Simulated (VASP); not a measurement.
Set up this calculation in VASP 6.6.1, as the native input.

* Task: single point
* Functional: r2SCAN
* Potentials or basis: VASP PAW PBE potentials, release 64 (Ga_d, N_h)
* Cutoff: 910 eV
* k mesh: 10 × 10 × 10
* Occupations: gaussian, width 0.05 eV
* Spin: no spin polarisation
* Dipole correction: no
* Further INCAR settings: ALGO = Normal; EDIFF = 1e-06; NBANDS = 16

The system is GaN.

```
CELL_PARAMETERS angstrom
0.00000 2.24894 2.18147
2.24894 0.00000 2.18147
2.24894 2.24894 0.00000
ATOMIC_POSITIONS crystal
Ga 0.00000 0.00000 0.00000
N 0.75000 0.75000 0.75000
```

This cell differs from its parent crystal: strain -0.0300 x Voigt [0, 0, 1, 0, 0, 0].

The input as run:

POSCAR

```
GaN
1.0
    0.0000000000      2.2489367673      2.1814686643
    2.2489367673      0.0000000000      2.1814686643
    2.2489367673      2.2489367673      0.0000000000
Ga N
1 1
Direct
    0.0000000000      0.0000000000      0.0000000000
    0.7500000000      0.7500000000      0.7500000000
```

INCAR.step1

```
SYSTEM = GaN
  ALGO = Normal
  EDIFF = 1E-5
  ENCUT = 910
  GGA = PE
  GGA_COMPAT = .False.
  ISMEAR = 0
  LASPH = .True.
  LCHARG = .False.
  LREAL = .False.
  LWAVE = .True.
  NBANDS = 16
  NELM = 120
  PREC = Accurate
  SIGMA = 0.05
```

INCAR.step2

```
SYSTEM = GaN
  ALGO = Normal
  EDIFF = 1E-6
  ENCUT = 910
  GGA_COMPAT = .False.
  ISIF = 2
  ISMEAR = 0
  ISTART = 1
  LASPH = .True.
  LCHARG = .False.
  LMIXTAU = .True.
  LREAL = .False.
  LWAVE = .False.
  METAGGA = R2SCAN
  NBANDS = 16
  NELM = 120
  PREC = Accurate
  SIGMA = 0.05
```

KPOINTS

```
k-points
0
Gamma
  10 10 10
  0 0 0
```

Potentials or basis: VASP PAW PBE potentials, release 64 (Ga_d, N_h).

Launch:

```sh
$ cat potpaw_PBE.64/Ga_d/POTCAR potpaw_PBE.64/N_h/POTCAR > POTCAR
$ cp INCAR.step1 INCAR
$ mpirun -np 1 vasp_std > vasp.out
$ cp INCAR.step2 INCAR
$ mpirun -np 1 vasp_std > vasp.out
```

Results of the run:

- Pressure: 7.4 GPa
- Band gap on the k mesh: 2.27 eV

Caveat: the cell differs from its parent crystal (strain -0.0300 x Voigt [0, 0, 1, 0, 0, 0]); the cutoff is under 1.25 times the usual one of these potentials, so pressure, stress and relaxed cells hold a basis-set (Pulay) error; the cell stands under pressure; the PAW data sets were made with another functional, which shifts forces and pressure a little.

Wall time 91 s on 1 thread of Intel(R) Xeon(R) 6975P-C (Granite Rapids), with other jobs on the host, peak memory 0.24 GiB.
